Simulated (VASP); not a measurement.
Write the native input for VASP 6.6.1 that does the following.

```yaml
Task: single point
Functional: LDA
Potentials_or_basis: VASP PAW LDA potentials, release 64 (Ti_sv, O)
Cutoff: 520 eV
k_mesh: 8 × 8 × 8
Occupations: gaussian, width 0.05 eV
Spin: no spin polarisation
Dipole_correction: no
Further_INCAR_settings: ALGO = Normal; EDIFF = 1e-06; NBANDS = 33
```

The structure of TiO2 (Anatase) lies in POSCAR:

```
TiO2
1.0
   -1.8604422048      1.8604422048      4.5837376227
    1.8604422048     -1.8604422048      4.5837376227
    1.8604422048      1.8604422048     -4.5837376227
Ti O
2 4
Direct
    0.0000000000      0.0000000000      0.0000000000
    0.7500000000      0.2500000000      0.5000000000
    0.2120249441      0.2120249441      0.0000000000
    0.9620249441      0.4620249441      0.5000000000
    0.5379750559      0.0379750559      0.5000000000
    0.7879750559      0.7879750559      0.0000000000
```

This cell differs from its parent crystal: volume scaled by 0.960.

One way to write it, as run:

INCAR

```
SYSTEM = TiO2
ALGO = Normal
EDIFF = 1E-6
ENCUT = 520
ISIF = 2
ISMEAR = 0
LASPH = .True.
LCHARG = .True.
LELF = .True.
LREAL = .False.
LVHAR = .True.
LWAVE = .False.
NBANDS = 33
NELM = 80
PREC = Accurate
SIGMA = 0.05
```

KPOINTS

```
k-points
0
Gamma
  8 8 8
  0 0 0
```

Potentials or basis: VASP PAW LDA potentials, release 64 (Ti_sv, O).

Run with:

```sh
$ cat potpaw_LDA.64/Ti_sv/POTCAR potpaw_LDA.64/O/POTCAR > POTCAR
$ mpirun -np 1 vasp_std > vasp.out
```

Results of the run:

```yaml
Pressure: 9.6 GPa
Largest_force: 0.046 eV/Å
Band_gap_on_the_k_mesh: 2.00 eV, indirect (least direct gap 2.42 eV)
```

It took 2.7 min on 1 thread of Intel(R) Xeon(R) 6975P-C (Granite Rapids), with other jobs on the host, peak memory 0.25 GiB.
